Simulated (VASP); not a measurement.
# Tl3Mo (Pm-3m) in VASP: notebook, part 2 of 2

VASP 6.6.1.

## (3) Single point, PBE

This run uses another cell than the first one, of 23.27 Å³/atom, 1.020 times its volume.

INCAR reads:

```
SYSTEM = Tl3Mo
ALGO = Normal ; EDIFF = 1E-7
ENCUT = 520 ; GGA = PE
ISIF = 2 ; ISMEAR = 1
LASPH = .True. ; LCHARG = .False.
LREAL = .False. ; LWAVE = .False.
NBANDS = 34 ; NELM = 60
PREC = Accurate ; SIGMA = 0.1
```

KPOINTS reads:

```
k-points
0
Gamma
  5 5 5
  0 0 0
```

POSCAR reads:

```
Tl3Mo
1.0
    4.5318784065      0.0000000000      0.0000000000
    0.0000000000      4.5318784065      0.0000000000
    0.0000000000      0.0000000000      4.5318784065
Mo Tl
1 3
Direct
    0.0000000000      0.0000000000      0.0000000000
    0.0000000000      0.5000000000      0.5000000000
    0.5000000000      0.0000000000      0.5000000000
    0.5000000000      0.5000000000      0.0000000000
```

Potentials or basis: VASP PAW PBE potentials, release 64 (Mo_sv, Tl_d).

Started as:

```sh
$ cat potpaw_PBE.64/Mo_sv/POTCAR potpaw_PBE.64/Tl_d/POTCAR > POTCAR
$ mpirun -np 1 vasp_std > vasp.out
```

It took 13 s on 1 thread of Intel Xeon 6975P-C (Granite Rapids), shared host; peak memory 0.2 GiB.

The run converged. Its results:

- Free energy: -13.9606 eV
- Pressure: 0.1 GPa

Levels at points of the mesh, in eV from the Fermi level:
```tsv
k point	band 23	band 24	band 25	band 26	band 27	band 28	band 29	band 30
(0.00, 0.00, 0.00)	-1.69	-1.69	-1.69	-0.09	-0.09	-0.09	0.88	0.88
```

Caveat: spin-orbit coupling is left out, which moves the levels of the heavy elements.

## (4) Single point, PBE

This run uses another cell than the first one, of 23.27 Å³/atom, 1.020 times its volume.

INCAR reads:

```
ALGO = Normal ; EDIFF = 1E-6
ENCUT = 520 ; GGA = PE
ISIF = 2 ; ISMEAR = 1
LASPH = T ; LCHARG = F
LREAL = F ; LWAVE = F
NBANDS = 34 ; NELM = 80
PREC = Accurate ; SIGMA = 0.1
```

KPOINTS reads:

```
k-points
0
Gamma
  5 5 5
```

POSCAR is that of step 3.

Potentials or basis: VASP PAW PBE potentials, release 64 (Mo_sv, Tl_d).

Started as:

```sh
$ cat potpaw_PBE.64/Mo_sv/POTCAR potpaw_PBE.64/Tl_d/POTCAR > POTCAR
$ mpirun -np 1 vasp_std > vasp.out
```

OUTCAR:

```text
EDIFF = 1E-6
   ENCUT = 520
   GGA = PE
   ISIF = 2
   ISMEAR = 1
   LASPH = T
   LREAL = F
   NELM = 80
   PREC = Accurate

 ion  position               nearest neighbor table
   1  0.000  0.000  0.000-   2 3.20   3 3.20   4 3.20   2 3.20   3 3.20   2 3.20   4 3.20   2 3.20
                             3 3.20   4 3.20   3 3.20   4 3.20
   2  0.000  0.500  0.500-   1 3.20   3 3.20   4 3.20   1 3.20   4 3.20   1 3.20   3 3.20   1 3.20
                             3 3.20   4 3.20   4 3.20   3 3.20
   3  0.500  0.000  0.500-   1 3.20   2 3.20   4 3.20   1 3.20   4 3.20   2 3.20   4 3.20   4 3.20
                             1 3.20   2 3.20   1 3.20   2 3.20
   4  0.500  0.500  0.000-   1 3.20   2 3.20   3 3.20   2 3.20   3 3.20   1 3.20   3 3.20   3 3.20
                             1 3.20   2 3.20   2 3.20   1 3.20

  LATTYP: Found a simple cubic cell.
 ALAT       =     4.5318784065

  Lattice vectors:

 A1 = (   4.5318784065,   0.0000000000,   0.0000000000)
 A2 = (   0.0000000000,   4.5318784065,   0.0000000000)
 A3 = (   0.0000000000,   0.0000000000,   4.5318784065)

Analysis of symmetry for initial positions (statically):
[... 160 lines left out ...]

  energy without entropy =      -13.96210031  energy(sigma->0) =      -13.96109396

 E-fermi :   8.5912     XC(G=0): -11.2583

 val. band max:        8.5122100920   @ k =   0.4000   0.2000   0.2000
 cond. band min:       8.5949346349   @ k =   0.2000   0.0000   0.0000
 fundamental gap:      0.0827245429
 Fermi energy:         8.5911777492

 k-point     1 :       0.0000    0.0000    0.0000
  band No.  band energies     occupation
      1     -52.3521      2.00000
      2     -26.4407      2.00000
      3     -26.4407      2.00000
      4     -26.4407      2.00000
      5      -3.9004      2.00000
      6      -3.7607      2.00000
[... 359 lines left out ...]
     33      16.9695      0.00000
     34      16.9695      0.00000

------------------------ aborting loop because EDIFF is reached ----------------------------------------

  FORCE on cell =-STRESS in cart. coord.  units (eV):
  Direction    XX          YY          ZZ          XY          YZ          ZX
  --------------------------------------------------------------------------------------
  -------------------------------------------------------------------------------------
  Total        0.0255289      0.0255289      0.0255289      0.0000000      0.0000000     -0.0000000
  in kB        0.4394485      0.4394485      0.4394485      0.0000000      0.0000000     -0.0000000
  external PRESSURE =       0.4394485 kB  Pullay stress =       0.0000000 kB

 VOLUME and BASIS-vectors are now :
 -----------------------------------------------------------------------------
  energy-cutoff  :      520.00
  volume of cell :       93.08
      direct lattice vectors                 reciprocal lattice vectors
     4.531878406  0.000000000  0.000000000     0.220659054  0.000000000  0.000000000
     0.000000000  4.531878406  0.000000000     0.000000000  0.220659054  0.000000000
     0.000000000  0.000000000  4.531878406     0.000000000  0.000000000  0.220659054

 POSITION                                       TOTAL-FORCE (eV/Angst)
 -----------------------------------------------------------------------------------
      0.00000      0.00000      0.00000         0.000000      0.000000      0.000000
      0.00000      2.26594      2.26594         0.000000      0.000000      0.000000
      2.26594      0.00000      2.26594         0.000000      0.000000      0.000000
      2.26594      2.26594      0.00000         0.000000      0.000000      0.000000
 -----------------------------------------------------------------------------------
    total drift:                                0.000000      0.000000      0.000000

  FREE ENERGIE OF THE ION-ELECTRON SYSTEM (eV)
  ---------------------------------------------------
  free  energy   TOTEN  =       -13.9605907888 eV

  energy  without entropy=      -13.9621003080  energy(sigma->0) =      -13.96109396
```

Run time: 12 s. Hardware: 1 thread of Intel Xeon 6975P-C (Granite Rapids), shared host; peak memory 0.21 GiB.

What came out:

```yaml
Free_energy: -13.9606 eV
Pressure: 0.0 GPa
```

Caveat: spin-orbit coupling is left out, which moves the levels of the heavy elements.

## (5) Single point, PBE

This run uses another cell than the first one, of 23.73 Å³/atom, 1.041 times its volume.

INCAR reads:

```
SYSTEM = Tl3Mo
PREC = Accurate
ENCUT = 520
EDIFF = 1E-6
ISMEAR = 1
SIGMA = 0.1
LREAL = .False.
LASPH = .True.
NELM = 60
ALGO = Normal
ISIF = 2
LWAVE = .False.
LCHARG = .False.
GGA = PE
NBANDS = 34
```

KPOINTS reads:

```
regular mesh
0
Gamma
  5 5 5
  0 0 0
```

POSCAR reads:

```
Tl3Mo
1.0
    4.5618917210      0.0000000000      0.0000000000
    0.0000000000      4.5618917210      0.0000000000
    0.0000000000      0.0000000000      4.5618917210
Mo Tl
1 3
Direct
    0.0000000000      0.0000000000      0.0000000000
    0.0000000000      0.5000000000      0.5000000000
    0.5000000000      0.0000000000      0.5000000000
    0.5000000000      0.5000000000      0.0000000000
```

Started as:

```sh
$ cat potpaw_PBE.64/Mo_sv/POTCAR potpaw_PBE.64/Tl_d/POTCAR > POTCAR
$ mpirun -np 1 vasp_std > vasp.out
```

Wall time 11 s (1 thread of Intel Xeon 6975P-C (Granite Rapids), shared host); peak memory 0.21 GiB.

The run converged. Its results:

```
Free energy : -13.9549 eV
Pressure    : -1.2 GPa
```

Levels at points of the mesh, in eV from the Fermi level:
```csv
k point,band 23,band 24,band 25,band 26,band 27,band 28,band 29,band 30,band 31,band 32
"(0.00, 0.00, 0.00)",-1.61,-1.61,-1.61,-0.09,-0.09,-0.09,0.83,0.83,2.72,4.67
```

Caveat: spin-orbit coupling is left out, which moves the levels of the heavy elements.

## (6) The runs side by side

```csv
cell,gap on the mesh (eV),pressure (GPa)
"a = 4.501 Å, 4 atoms",none,1.4
"a = 4.532 Å, 4 atoms",none,0.0
"a = 4.562 Å, 4 atoms",none,-1.2
```

Alike in all rows: task single point; level PBE; potentials or basis VASP PAW PBE potentials, release 64 (Mo_sv, Tl_d); no spin polarisation; k mesh 5 × 5 × 5; cutoff (eV) 520; smearing methfessel-paxton 0.1 eV.

Caveats: spin-orbit coupling is left out, which moves the levels of the heavy elements.

Absolute energies hang on the potentials; compare differences alone.
